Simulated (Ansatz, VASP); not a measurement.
## SiGe3: VASP beside Ansatz

Contents of POSCAR:

```
SiGe3
1.0
    1.9838896617      1.1453992303      6.4671925848
   -1.9838896617      1.1453992303      6.4671925848
    0.0000000000     -2.2907984605      6.4671925848
Si Ge
1 3
Direct
    1.0000856422      0.0000856422      0.0000856422
    0.5000462097      0.5000462097      0.5000462097
    0.3734068851      0.3734068851      0.3734068851
    0.8764612631      0.8764612631      0.8764612631
```

File INCAR.step1:

```
PREC     = Accurate       # precision mode
ENCUT    = 520            # plane-wave cutoff, eV
ISMEAR   = 0              # smearing method
SIGMA    = 0.01           # smearing width, eV
LREAL    = F              # projectors in reciprocal space
LASPH    = T              # aspherical terms in the spheres
NELM     = 60             # most SCF steps
NBANDS   = 31             # bands
GGA      = PE             # functional
ALGO     = Normal         # electronic algorithm
EDIFF    = 1E-4           # SCF threshold, eV
LWAVE    = T              # write WAVECAR
LCHARG   = F              # write CHGCAR
```

Contents of INCAR.step2:

```
PREC     = Accurate       # precision mode
ENCUT    = 520            # plane-wave cutoff, eV
EDIFF    = 1E-6           # SCF threshold, eV
ISMEAR   = 0              # smearing method
SIGMA    = 0.01           # smearing width, eV
LREAL    = F              # projectors in reciprocal space
LASPH    = T              # aspherical terms in the spheres
NELM     = 60             # most SCF steps
ALGO     = Normal         # electronic algorithm
ISIF     = 2              # what is computed and relaxed
LWAVE    = F              # write WAVECAR
LCHARG   = F              # write CHGCAR
METAGGA  = R2SCAN         # meta-GGA
LMIXTAU  = T            
NBANDS   = 31             # bands
ISTART   = 1
```

File KPOINTS:

```
regular mesh
0
Gamma
  6 6 6
```

Input for Ansatz:

```yaml
crystal:
  lattice:
    - [1.9838896617, 1.1453992303, 6.4671925848]
    - [-1.9838896617, 1.1453992303, 6.4671925848]
    - [0.0, -2.2907984605, 6.4671925848]
  atoms:
    - { symbol: Si, position: [1.0000856422, 8.56422e-05, 8.56422e-05] }
    - { symbol: Ge, position: [0.5000462097, 0.5000462097, 0.5000462097] }
    - { symbol: Ge, position: [0.3734068851, 0.3734068851, 0.3734068851] }
    - { symbol: Ge, position: [0.8764612631, 0.8764612631, 0.8764612631] }
kpoints:
  mp_grid: { grid: [6, 6, 6] }
hamiltonian:
  xc: r2scan
scf:
  occupations: { method: fixed }
output:
  optics:
    e_range: [0, 12]
    de: 0.05
    sigma: 0.1
    bands: { spectra_wanted_up_to: 12 }
  write_density: true
  write_potential: true
  elf: true
  volumetric_format: npy
```

Alike in both runs: task single point; functional r2SCAN; k mesh 6 × 6 × 6; no spin polarisation.

|  | VASP | Ansatz |
| --- | --- | --- |
| version | VASP 6.6.1 | Ansatz 0.2.0 |
| potentials or method | VASP PAW PBE potentials, release 64 (Si, Ge_d) | plane waves, PAW |
| plane-wave cutoff (eV) | 520 | 500 |
| occupations | gaussian, width 0.01 eV | fixed |
| valence electrons in the cell | 46 | 46 |

|  | VASP | Ansatz | Ansatz less VASP |
| --- | --- | --- | --- |
| gap on the k mesh at the Fermi level (eV) | 0.64 | 0.65 | +0.012 |

VASP's potentials were made for PBE, not for r2SCAN.
